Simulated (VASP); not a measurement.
Runs of VASP 6.6.1 on Bi. The structure is that of space group P6_3/mmc (No. 194), or close to it. The cells are those of the table. 

| cell | k mesh | gap on the mesh (eV) | pressure (GPa) |
| --- | --- | --- | --- |
| a = 3.702, b = 3.702, c = 6.091 Å, angles 90.0, 90.0, 120.0°, 2 atoms | 12 × 12 × 6 | none | -4.4 |
| a = 3.565, b = 3.565, c = 5.865 Å, angles 90.0, 90.0, 120.0°, 2 atoms | 17 × 17 × 9 | none | (b) |
| a = 3.565, b = 3.565, c = 5.865 Å, angles 90.0, 90.0, 120.0°, 2 atoms | 10 × 10 × 6 | none | -0.1 |
| a = 3.467, b = 3.467, c = 5.704 Å, angles 90.0, 90.0, 120.0°, 2 atoms | 12 × 12 × 6 | none | (a) |
| a = 3.657, b = 3.657, c = 6.017 Å, angles 90.0, 90.0, 120.0°, 2 atoms | 12 × 12 × 6 | none | -3.3 |

Alike in all rows: task single point; level revPBE; potentials or basis VASP PAW PBE potentials, release 64 (Bi_d); no spin polarisation; cutoff (eV) 520; smearing fermi-dirac 0.1 eV.

**Question.** Estimate the missing entries.

**Answer.** (a) 4.8; (b) 0.0.

Caveats: the PAW data sets were made with another functional, which shifts forces and pressure a little; spin-orbit coupling is left out, which moves the levels of the heavy elements.

A k mesh can miss the band edges, and the runs leave out spin-orbit coupling on Bi.

A gap of «none» marks levels without a gap at the run's occupations.
